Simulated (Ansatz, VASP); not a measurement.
# TaGe3Pd2: VASP beside Ansatz

```
Ta Ge Pd
1.0
     3.26330    0.00000    0.00000
     0.00000    3.26330    0.00000
     0.00000    0.00000    9.12620
Ta Ge Pd
1 3 2
Direct
  0.00000 0.00000 0.00000
  0.50000 0.50000 0.16353
  0.50000 0.50000 0.50000
  0.50000 0.50000 0.83647
  0.00000 0.00000 0.33747
  0.00000 0.00000 0.66253
```

Change from the starting cell: species swapped into the Mg3HgAu2 type (P4/mmm, No. 123).

Alike in both runs: functional PBE; k mesh 12 × 12 × 4; occupations gaussian, width 0.1 eV; no spin polarisation.

Ansatz relaxed the structure, and its values are those at the end. VASP's run is a single point on that final structure, the one shown.

```csv
,VASP,Ansatz
version,VASP 6.6.1,Ansatz 0.2.0
potentials or method,"VASP PAW PBE potentials, release 64 (Ta_pv, Ge_d, Pd), cutoff 520 eV","scalar-relativistic, plane waves, PAW"
valence electrons in the cell,73,91
```

|  | VASP | Ansatz | Ansatz less VASP |
| --- | --- | --- | --- |
| gap on the k mesh at the Fermi level (eV) | none | none | - |
| pressure (GPa) | 0.1 | 0.0 | -0.11 |

A gap of «none» marks a metal or a gap that the smearing closes. VASP's potentials hold 73 valence electrons a cell and Ansatz's 91, so a difference there can come from the potentials and not from the codes.

Neither program's run includes spin-orbit coupling.
